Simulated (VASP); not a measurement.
# InSe2 (P4/nmm) in VASP: further runs

Runs on InSe2. Level: PBE. Tasks: single point.

Program: VASP 6.6.1. These are calculated values, not measurements. Logs are shortened: lines on timing, memory, paths and dates and some standing lists are left out, and cuts for length are marked.

**1. The cell of the first run**

Symmetry: P4/nmm, No. 129, tetragonal system. The conventional cell has a = 3.850 Å, b = 3.850 Å, c = 8.333 Å, α = 90.00°, β = 90.00°, γ = 90.00°. Within 3.7 Å of In (site symmetry 4mm) lie 9 Se at 2.78 to 3.13 Å. Se (site symmetry 4mm) has 5 In at 2.78 to 2.81 Å and 8 Se at 3.52 to 3.60 Å within 3.7 Å. Within 3.7 Å of Se (site symmetry -4m2) lie 8 Se at 2.72 to 3.60 Å and 4 In at 3.13 Å.

**2. Single point, PBE (20.59 Å³/atom)**

INCAR reads:

```
SYSTEM = InSe2
ALGO     = Normal         ! electronic algorithm
EDIFF    = 1E-6           ! SCF threshold, eV
ENCUT    = 500            ! plane-wave cutoff, eV
GGA      = PE             ! functional
GGA_COMPAT= .False.      
ISIF     = 2              ! what is computed and relaxed
ISMEAR   = 0              ! smearing method
LASPH    = .True.         ! aspherical terms in the spheres
LCHARG   = .False.        ! write CHGCAR
LREAL    = .False.        ! projectors in reciprocal space
LWAVE    = .False.        ! write WAVECAR
NBANDS   = 34             ! bands
NELM     = 120            ! most SCF steps
PREC     = Accurate       ! precision mode
SIGMA    = 0.15           ! smearing width, eV
```

KPOINTS reads:

```
k-points
0
Gamma
  12 12 6
  0 0 0
```

POSCAR reads:

```
InSe2
1.0
    3.8500103573      0.0000000000      0.0000000000
    0.0000000000      3.8500103573      0.0000000000
    0.0000000000      0.0000000000      8.3329624174
In Se
2 4
Direct
    0.0000000000      0.5000000000      0.7035891433
    0.5000000000      0.0000000000      0.2964108567
    0.0000000000      0.5000000000      0.3657763741
    0.5000000000      0.0000000000      0.6342236259
    0.0000000000      0.0000000000      0.0000000000
    0.5000000000      0.5000000000      0.0000000000
```

Potentials or basis: VASP PAW PBE potentials, release 64 (In_d, Se).

Started as:

```bash
$ cat potpaw_PBE.64/In_d/POTCAR potpaw_PBE.64/Se/POTCAR > POTCAR
$ mpirun -np 1 vasp_std > vasp.out
```

OUTCAR:

```text
SYSTEM = InSe2
   EDIFF = 1E-6
   ENCUT = 500
   GGA = PE
   ISIF = 2
   ISMEAR = 0
   LASPH = .True.
   LREAL = .False.
   NELM = 120
   PREC = Accurate

 ion  position               nearest neighbor table
   1  0.000  0.500  0.704-   4 2.78   4 2.78   4 2.78   4 2.78   3 2.81   5 3.13   6 3.13   6 3.13
                             5 3.13
   2  0.500  0.000  0.296-   3 2.78   3 2.78   3 2.78   3 2.78   4 2.81   6 3.13   6 3.13   5 3.13
                             5 3.13
   3  0.000  0.500  0.366-   2 2.78   2 2.78   2 2.78   2 2.78   1 2.81
   4  0.500  0.000  0.634-   1 2.78   1 2.78   1 2.78   1 2.78   2 2.81
   5  0.000  0.000  0.000-   6 2.72   6 2.72   6 2.72   6 2.72   2 3.13   2 3.13   1 3.13   1 3.13

   6  0.500  0.500  0.000-   5 2.72   5 2.72   5 2.72   5 2.72   2 3.13   1 3.13   1 3.13   2 3.13

  LATTYP: Found a simple tetragonal cell.
 ALAT       =     3.8500103573
 C/A-ratio  =     2.1644000000

  Lattice vectors:

 A1 = (   3.8500103573,   0.0000000000,   0.0000000000)
 A2 = (   0.0000000000,   3.8500103573,   0.0000000000)
 A3 = (   0.0000000000,   0.0000000000,   8.3329624174)

Analysis of symmetry for initial positions (statically):
=====================================================================
 Subroutine PRICEL returns:
 Original cell was already a primitive cell.

 Routine SETGRP: Setting up the symmetry group for a
 simple tetragonal supercell.

 Subroutine GETGRP returns: Found 16 space group operations
 (whereof  8 operations were pure point group operations)
 out of a pool of 16 trial point group operations.

The static configuration has the point symmetry D_2d.
 The point group associated with its full space group is D_4h.

Analysis of symmetry for dynamics (positions and initial velocities):
=====================================================================
 Subroutine PRICEL returns:
 Original cell was already a primitive cell.

 Routine SETGRP: Setting up the symmetry group for a
 simple tetragonal supercell.

 Subroutine GETGRP returns: Found 16 space group operations
 (whereof  8 operations were pure point group operations)
 out of a pool of 16 trial point group operations.

The dynamic configuration has the point symmetry D_2d.
 The point group associated with its full space group is D_4h.

 Subroutine INISYM returns: Found 16 space group operations
 (whereof  8 operations are pure point group operations),
 and found     1 'primitive' translations

----------------------------------------------------------------------------------------

                                     Primitive cell

  volume of cell :     123.5160

  direct lattice vectors                    reciprocal lattice vectors
     3.850010357  0.000000000  0.000000000     0.259739561  0.000000000  0.000000000
     0.000000000  3.850010357  0.000000000     0.000000000  0.259739561  0.000000000
     0.000000000  0.000000000  8.332962417     0.000000000  0.000000000  0.120005341

  length of vectors
     3.850010357  3.850010357  8.332962417     0.259739561  0.259739561  0.120005341

  position of ions in fractional coordinates (direct lattice)
     0.000000000  0.500000000  0.703589143
     0.500000000  0.000000000  0.296410857
     0.000000000  0.500000000  0.365776374
     0.500000000  0.000000000  0.634223626
     0.000000000  0.000000000  0.000000000
     0.500000000  0.500000000  0.000000000

  ion indices of the primitive-cell ions
   primitive index   ion index
                 1           1
                 2           2
                 3           3
                 4           4
                 5           5
                 6           6

----------------------------------------------------------------------------------------

 KPOINTS: k-points

Automatic generation of k-mesh.
 Grid dimensions read from file:
 generate k-points for:   12   12    6

 Generating k-lattice:

  Cartesian coordinates                     Fractional coordinates (reciprocal lattice)
     0.021644963  0.000000000  0.000000000     0.083333333  0.000000000  0.000000000
     0.000000000  0.021644963  0.000000000     0.000000000  0.083333333  0.000000000
     0.000000000  0.000000000  0.020000890     0.000000000  0.000000000  0.166666667

  Length of vectors
     0.021644963  0.021644963  0.020000890

  Shift w.r.t. Gamma in fractional coordinates (k-lattice)
     0.000000000  0.000000000  0.000000000

 Subroutine IBZKPT returns following result:
 ===========================================

 Found    112 irreducible k-points:

 Following reciprocal coordinates:
            Coordinates               Weight
  0.000000  0.000000  0.000000      1.000000
  0.083333  0.000000  0.000000      4.000000
  0.166667  0.000000  0.000000      4.000000
  0.250000  0.000000  0.000000      4.000000
  0.333333  0.000000  0.000000      4.000000
  0.416667  0.000000  0.000000      4.000000
[... 16 lines left out ...]
  0.333333  0.333333  0.000000      4.000000
  0.416667  0.333333  0.000000      8.000000
 [... further k-points ...]
   k-points           NKPTS =    112   k-points in BZ     NKDIM =    112   number of bands    NBANDS=     34
   number of dos      NEDOS =    301   number of ions     NIONS =      6
   total plane-waves  NPLWV =  50176
   dimension x,y,z NGX =    28 NGY =   28 NGZ =   64
   dimension x,y,z NGXF=    56 NGYF=   56 NGZF=  128
   ions per type =               2   4
   NGX,Y,Z   is equivalent  to a cutoff of  12.09, 12.09, 12.77 a.u.
   NGXF,Y,Z  is equivalent  to a cutoff of  24.18, 24.18, 25.54 a.u.
 SYSTEM =  InSe2
   PREC   = accura    normal or accurate (medium, high low for compatibility)
   ISTART =      0    job   : 0-new  1-cont  2-samecut
   ICHARG =      2    charge: 1-file 2-atom 10-const
   ISPIN  =      1    spin polarized calculation?
   LNONCOLLINEAR =      F non collinear calculations
   LSORBIT =      F    spin-orbit coupling
   LASPH  =      T    aspherical Exc in radial PAW
   ENCUT  =  500.0 eV  36.75 Ry    6.06 a.u.   7.02  7.02 15.19*2*pi/ulx,y,z
   NELM   =    120;   NELMIN=  2; NELMDL= -5     # of ELM steps
   EDIFF  = 0.1E-05   stopping-criterion for ELM
   LREAL  =      F    real-space projection
   EDIFFG = 0.1E-04   stopping-criterion for IOM
   NSW    =      0    number of steps for IOM
   IBRION =     -1    ionic relax: 0-MD 1-quasi-New 2-CG
   NFREE  =      0    steps in history (QN), initial steepest desc. (CG)
   ISIF   =      2    stress and relaxation
   ISYM   =      2    0-nonsym 1-usesym 2-fastsym
   POTIM  = 0.5000    time-step for ionic-motion
   TEBEG  =    0.0;   TEEND  =   0.0 temperature during run
   PSTRESS=    0.0 pullay stress
   NELECT =      50.0000    total number of electrons
   NUPDOWN=      -1.0000    fix difference up-down
   EMIN   =  10.00;   EMAX   =-10.00  energy-range for DOS
   EFERMI =   0.00;   METHOD = LEGACY
   ISMEAR =     0;   SIGMA  =   0.15  broadening in eV -4-tet -1-fermi 0-gaus
   EFERMI_NEDOS =   21; number of points for ismear=-14 and -15
   IALGO  =     38    algorithm
   IMIX   =      4    mixing-type and parameters
     AMIX     =   0.40;   BMIX     =  1.00
     AMIX_MAG =   1.60;   BMIX_MAG =  1.00
  volume/ion in A,a.u.               =      20.59       138.92
  Fermi-wavevector in a.u.,A,eV,Ry     =   1.211036  2.288526 19.954420  1.466608
  Thomas-Fermi vector in A             =   2.346564
   LORBIT       =      0    0 simple, 1 ext, 2 COOP (PROOUT), +10 PAW based schemes
   GGA     = PE    functional components
   LHFCALC =     F    Hartree Fock is set to
   AEXX    =    0.0000 exact exchange contribution
   IVDW    =     0    specifies the selected vdW correction
   LEPSILON=     F    determine dielectric tensor
   LRPA    =     F    only Hartree local field effects (RPA)
 non-spin polarized calculation
 Gauss-broadening in eV      SIGMA  =   0.15
  energy-cutoff  :      500.00
  volume of cell :      123.52
 maximum number of plane-waves:      3172
   NGX = 15   NGY = 15   NGZ = 31

 number of electron      49.9999981 magnetization

 Free energy of the ion-electron system (eV)
  ---------------------------------------------------
  ext. energy  EPLUGINS =         0.00000000
  ---------------------------------------------------
  free energy    TOTEN  =       -19.51503858 eV

  energy without entropy =      -19.49638455  energy(sigma->0) =      -19.50571157

 E-fermi :   6.8791     XC(G=0): -10.7065

 val. band max:        6.8784116578   @ k =   0.0833   0.0833   0.1667
 cond. band min:       6.8966005890   @ k =   0.4167   0.2500   0.3333
 fundamental gap:      0.0181889312
 Fermi energy:         6.8790762514

 k-point     1 :       0.0000    0.0000    0.0000
  band No.  band energies     occupation
      1      -8.8827      2.00000
      2      -8.0007      2.00000
      3      -7.7995      2.00000
      4      -7.6798      2.00000
      5      -7.6641      2.00000
      6      -7.6071      2.00000
[... 26 lines left out ...]
     33      13.4244      0.00000
     34      13.9003      0.00000

 k-point     2 :       0.0833    0.0000    0.0000
  band No.  band energies     occupation
      1      -8.8260      2.00000
      2      -7.9872      2.00000
      3      -7.7821      2.00000
      4      -7.6749      2.00000
      5      -7.6592      2.00000
      6      -7.6114      2.00000
[... 26 lines left out ...]
     33      13.6023      0.00000
     34      13.9451      0.00000

 k-point     3 :       0.1667    0.0000    0.0000
  band No.  band energies     occupation
      1      -8.6584      2.00000
      2      -7.9504      2.00000
      3      -7.7369      2.00000
      4      -7.6615      2.00000
      5      -7.6430      2.00000
      6      -7.6252      2.00000
[... 26 lines left out ...]
     33      13.0652      0.00000
     34      13.7934      0.00000

 k-point     4 :       0.2500    0.0000    0.0000
  band No.  band energies     occupation
      1      -8.3912      2.00000
      2      -7.8998      2.00000
      3      -7.6851      2.00000
      4      -7.6591      2.00000
      5      -7.6456      2.00000
      6      -7.6446      2.00000
[... 26 lines left out ...]
     33      13.1117      0.00000
     34      13.3178      0.00000

 k-point     5 :       0.3333    0.0000    0.0000
  band No.  band energies     occupation
      1      -8.0653      2.00000
      2      -7.8471      2.00000
      3      -7.6956      2.00000
      4      -7.6639      2.00000
      5      -7.6632      2.00000
      6      -7.6620      2.00000
[... 621 lines left out ...]
 k-point    22 :       0.5000    0.2500    0.0000
  band No.  band energies     occupation
      1      -7.9826      2.00000
      2      -7.9826      2.00000
      3      -7.7225      2.00000
      4      -7.7225      2.00000
      5      -7.6513      2.00000
      6      -7.6513      2.00000
[... 26 lines left out ...]
     33      12.9673      0.00000
     34      12.9673      0.00000

 k-point    23 :       0.3333    0.3333    0.0000
  band No.  band energies     occupation
      1      -8.0148      2.00000
      2      -8.0068      2.00000
      3      -7.7807      2.00000
      4      -7.6899      2.00000
      5      -7.6483      2.00000
      6      -7.6418      2.00000
[... 26 lines left out ...]
     33      12.6657      0.00000
     34      14.8317      0.00000

 k-point    24 :       0.4167    0.3333    0.0000
  band No.  band energies     occupation
      1      -8.0536      2.00000
      2      -8.0509      2.00000
      3      -7.7462      2.00000
      4      -7.7066      2.00000
      5      -7.6399      2.00000
      6      -7.6362      2.00000
[... 26 lines left out ...]
     33      13.5219      0.00000
     34      14.6629      0.00000

 [... further k-points ...]

------------------------ aborting loop because EDIFF is reached ----------------------------------------

  FORCE on cell =-STRESS in cart. coord.  units (eV):
  Direction    XX          YY          ZZ          XY          YZ          ZX
  --------------------------------------------------------------------------------------
  -------------------------------------------------------------------------------------
  Total        6.3391283      6.3391283     10.9890408      0.0000000     -0.0000000      0.0000000
  in kB       82.2274658     82.2274658    142.5434124      0.0000000     -0.0000000      0.0000000
  external PRESSURE =     102.3327813 kB  Pullay stress =       0.0000000 kB

 VOLUME and BASIS-vectors are now :
 -----------------------------------------------------------------------------
  energy-cutoff  :      500.00
  volume of cell :      123.52
      direct lattice vectors                 reciprocal lattice vectors
     3.850010357  0.000000000  0.000000000     0.259739561  0.000000000  0.000000000
     0.000000000  3.850010357  0.000000000     0.000000000  0.259739561  0.000000000
     0.000000000  0.000000000  8.332962417     0.000000000  0.000000000  0.120005341

 POSITION                                       TOTAL-FORCE (eV/Angst)
 -----------------------------------------------------------------------------------
      0.00000      1.92501      5.86298         0.000000     -0.000000     -0.147908
      1.92501      0.00000      2.46998         0.000000      0.000000      0.147908
      0.00000      1.92501      3.04800        -0.000000      0.000000     -0.073204
      1.92501      0.00000      5.28496         0.000000      0.000000      0.073204
      0.00000      0.00000      0.00000         0.000000     -0.000000      0.000000
      1.92501      1.92501      0.00000        -0.000000      0.000000      0.000000
 -----------------------------------------------------------------------------------
    total drift:                                0.000000      0.000000      0.000000

  FREE ENERGIE OF THE ION-ELECTRON SYSTEM (eV)
  ---------------------------------------------------
  free  energy   TOTEN  =       -19.5150385816 eV

  energy  without entropy=      -19.4963845545  energy(sigma->0) =      -19.50571157
```

It took 14 min on 1 thread of Oxide Virtual Turin-like, shared host; peak memory 0.42 GiB.

Results:

- Free energy: -19.5150 eV
- Pressure: 10.2 GPa
- Largest force: 0.148 eV/Å
- Band gap on the k mesh: zero (bands 25 and 26 overlap by 2.56 eV)

Forces on the atoms (eV/Å):
```
In   0.000  0.000 -0.148
In   0.000  0.000  0.148
Se   0.000  0.000 -0.073
Se   0.000  0.000  0.073
Se   0.000  0.000  0.000
Se   0.000  0.000  0.000
```

Levels at points of the mesh, in eV from the Fermi level:
```
           k point  band 22  band 23  band 24  band 25  band 26  band 27  band 28  band 29
(0.00, 0.00, 0.00)    -1.75    -1.72    -1.72    -0.20     0.70     2.70     2.70     3.86
(0.50, 0.00, 0.00)    -2.28    -1.22    -1.22    -1.06    -1.06     2.36     2.36     3.26
(0.50, 0.50, 0.00)    -4.19    -1.21    -1.21    -0.40    -0.40     3.09     3.09     4.50
(0.00, 0.00, 0.50)    -1.49    -1.49    -0.21     0.40     1.20     2.71     2.71     2.84
(0.50, 0.00, 0.50)    -1.91    -1.13    -1.13    -0.32    -0.32     1.50     1.50     4.22
(0.50, 0.50, 0.50)    -3.66    -1.93    -1.93    -1.55    -1.55     4.50     4.50     5.00
```

Caveat: the stress differs along the axes, from 8 to 14 GPa; spin-orbit coupling is left out, which moves the levels of the heavy elements.

(Part 1 of 2 ends here.)
